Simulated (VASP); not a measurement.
MgS, 4 atoms in the cell. Symmetry: P6_3mc, No. 186, hexagonal system. The conventional cell has a = 4.015 Å, b = 4.015 Å, c = 6.411 Å, α = 90.00°, β = 90.00°, γ = 120.00°. S (site symmetry 3m) has 4 Mg at 2.44 to 2.45 Å within 3.2 Å. Within 3.2 Å of Mg (site symmetry 3m) lie 4 S at 2.44 to 2.45 Å. 

- Program: VASP 6.6.1
- Task: single point
- Functional: PBE
- Dispersion: D4
- Potentials or basis: VASP PAW PBE potentials, release 64 (S, Mg)
- Cutoff: 520 eV
- k mesh: 8 × 8 × 4
- Occupations: fermi-dirac, width 0.05 eV
- Spin: no spin polarisation
- Dipole correction: no
- Further INCAR settings: ALGO = Normal; EDIFF = 1e-06; NBANDS = 16

Potentials or basis: VASP PAW PBE potentials, release 64 (S, Mg).

Launch:

```console
$ cat potpaw_PBE.64/S/POTCAR potpaw_PBE.64/Mg/POTCAR > POTCAR
$ mpirun -np 1 vasp_std > vasp.out
```

Hardware: 1 thread of Intel Xeon 8259CL, with other jobs on the host.

Question: Estimate the wall time of this run.

Answer: Run time: 51 s on 1 thread of Intel Xeon 8259CL (shared host), peak memory 0.21 GiB. Counts: scf iterations 13, k points 30.
